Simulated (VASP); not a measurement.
Crystal: MnSe.

```
CELL_PARAMETERS angstrom
0.00000 2.72000 2.72000
2.72000 0.00000 2.72000
2.72000 2.72000 0.00000
ATOMIC_POSITIONS crystal
Mn 0.00000 0.00000 0.00000
Se 0.50000 0.50000 0.50000
```

Base run:

- Program: VASP 6.6.1
- Functional: PBEsol
- Potentials or basis: VASP PAW PBE potentials, release 64 (Mn_pv, Se)
- Cutoff: 520 eV
- k mesh: 8 × 8 × 8
- Occupations: fermi-dirac, width 0.1 eV
- Spin: collinear spin, ferromagnetic start
- Starting moments: [4.0, 0.0] μB

Its results: pressure -5.3 GPa; net moment 4.67 μB per cell; site moments Mn +4.22; Se +0.09 μB.

Question: The run is repeated on the same cell with these changes: hubbard terms from none to Mn d U = 1.5 eV. What comes out?

Answer: Pressure -1.9 GPa; net moment 4.90 μB per cell; site moments Mn +4.43; Se +0.10 μB.

Caveats: the PAW data sets were made with another functional, which shifts forces and pressure a little; a cell with one magnetic atom can't hold antiferromagnetic order, which such compounds often take.
